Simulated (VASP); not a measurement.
A run of VASP 6.6.1:

The input INCAR:

```
ALGO = Normal
EDIFF = 1E-6
ENCUT = 520
GGA = PE
ISIF = 2
ISMEAR = 0
ISYM = 0
LASPH = True
LCHARG = False
LREAL = Auto
LWAVE = False
NBANDS = 111
NELM = 100
PREC = Accurate
SIGMA = 0.1
```

KPOINTS

```
Automatic mesh
0
Gamma
  2 2 2
  0.5 0.5 0.5
```

POSCAR

```
Al3Tl2In2Ga5N12
1.0
   -4.7014211075     -4.7095696082      0.0106139095
   -0.0101738590      4.7091295578      4.6997145331
   -4.6945856110      4.7133480213     -4.6937591376
N Al Ga In Tl
12 3 5 2 2
Direct
    0.3598380974      0.1885407905      0.9146223202
    0.8224483733      0.1778593005      0.9261488071
    0.6573193481      0.3591960470      0.5638010240
    0.1929717045      0.3332139206      0.5654257113
    0.5077941564      0.4949650239      0.2393959100
   -0.0209209366      0.4710246090      0.2480530951
    0.3377626250      0.6636189195      0.9470537150
    0.8107728861      0.6404511710      0.9066596896
    0.6743801722      0.8061414202      0.5691886476
    0.1510523131      0.8414098521      0.6189743778
    0.5305628799      0.0216810655      0.2516720822
   -0.0131104967      0.0135740534      0.2534893938
    0.6659914712      0.3370866733      0.3285998868
    0.5039210898      0.4987706975      0.0036375216
    0.8269406051      0.6600492975      0.6678845674
    0.5037845065      0.0067447839      0.0077476843
    0.3436550588      0.1768093079      0.6679167659
    0.1737166777      0.3360884896      0.3245481015
    0.9934125138      0.4978177815      1.0048572130
    0.6659981405      0.8271561499      0.3278238962
    0.0011618404     -0.0030869939      0.9917625344
    0.3385023192      0.6658996427      0.6803049136
    0.8321031780      0.1693392821      0.6528880677
    0.1669506867      0.8328151299      0.3439556687
```

Potentials or basis: VASP PAW PBE potentials, release 64 (N, Al, Ga_d, In_d, Tl_d).

Command:

```console
$ cat potpaw_PBE.64/N/POTCAR potpaw_PBE.64/Al/POTCAR potpaw_PBE.64/Ga_d/POTCAR potpaw_PBE.64/In_d/POTCAR potpaw_PBE.64/Tl_d/POTCAR > POTCAR
$ mpirun -np 1 vasp_std > vasp.out
```

Hardware: 1 thread of Intel(R) Xeon(R) 6975P-C (Granite Rapids) (shared host).

How long does it take, and how much memory?

Run time: 3.2 min on 1 thread of Intel(R) Xeon(R) 6975P-C (Granite Rapids), with other jobs on the host, peak memory 0.45 GiB. Counts: scf iterations 18, k points 4.
